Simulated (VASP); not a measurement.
A run of VASP 6.6.1 is set up as follows.

INCAR

```
SYSTEM = ScHg
  ALGO = Fast
  EDIFF = 1E-7
  ENCUT = 520
  GGA = PS
  ISIF = 2
  ISMEAR = 0
  LASPH = .True.
  LCHARG = .False.
  LREAL = .False.
  LWAVE = .False.
  NBANDS = 18
  NELM = 100
  PREC = Accurate
  SIGMA = 0.15
```

The input KPOINTS:

```
k-points
0
Gamma
  14 14 14
  0 0 0
```

The input POSCAR:

```
ScHg
1.0
    3.4800000000      0.0000000000      0.0000000000
    0.0000000000      3.4800000000      0.0000000000
    0.0000000000      0.0000000000      3.4800000000
Sc Hg
1 1
Direct
    0.5000000000      0.5000000000      0.5000000000
    0.0000000000      0.0000000000     -0.0646551724
```

Potentials or basis: VASP PAW PBE potentials, release 64 (Sc_sv, Hg).

Launch:

```sh
$ cat potpaw_PBE.64/Sc_sv/POTCAR potpaw_PBE.64/Hg/POTCAR > POTCAR
$ mpirun -np 1 vasp_std > vasp.out
```

(1) What does it give for the largest force?

(2) What does it give for the pressure?

## Answers

(1) 0.607 eV/Å.

(2) 0.4 GPa.

Caveat: the cell differs from its parent crystal (atom 2 (Hg) moved by (+0.000, -0.225) A along [1 1 0] and z); the PAW data sets were made with another functional, which shifts forces and pressure a little.
